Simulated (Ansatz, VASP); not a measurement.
## BeTe2: VASP beside Ansatz

```
Be Te
1.0
    -2.64057    2.64057    4.93731
     2.64057   -2.64057    4.93731
     2.64057    2.64057   -4.93731
Be Te
2 4
Cartesian
  0.0000 0.0000 0.0000
  0.0000 2.6406 2.4687
  0.0000 0.0000 2.5451
  0.0000 2.6406 5.0137
  0.0000 2.6406 -0.0764
  0.0000 0.0000 7.3295
```

Alike in both runs: functional PBE; k mesh 10 × 10 × 10; occupations gaussian, width 0.1 eV; no spin polarisation.

Ansatz relaxed the structure, and its values are those at the end. VASP's run is a single point on that final structure, the one shown.

|  | VASP | Ansatz |
| --- | --- | --- |
| version | VASP 6.6.1 | Ansatz 0.2.0 |
| potentials or method | VASP PAW PBE potentials, release 64 (Be, Te), cutoff 520 eV | scalar-relativistic, plane waves, PAW |
| valence electrons in the cell | 28 | 68 |

|  | VASP | Ansatz | Ansatz less VASP |
| --- | --- | --- | --- |
| gap on the k mesh at the Fermi level (eV) | none | none | - |
| pressure (GPa) | 0.0 | 0.0 | -0.01 |
| rms of the force components (eV/Å) | 0.003 | 0.000 | -0.0027 |

A gap of «none» marks a metal or a gap that the smearing closes. VASP's potentials hold 28 valence electrons a cell and Ansatz's 68, so a difference there can come from the potentials and not from the codes.

Spin-orbit coupling is off throughout.
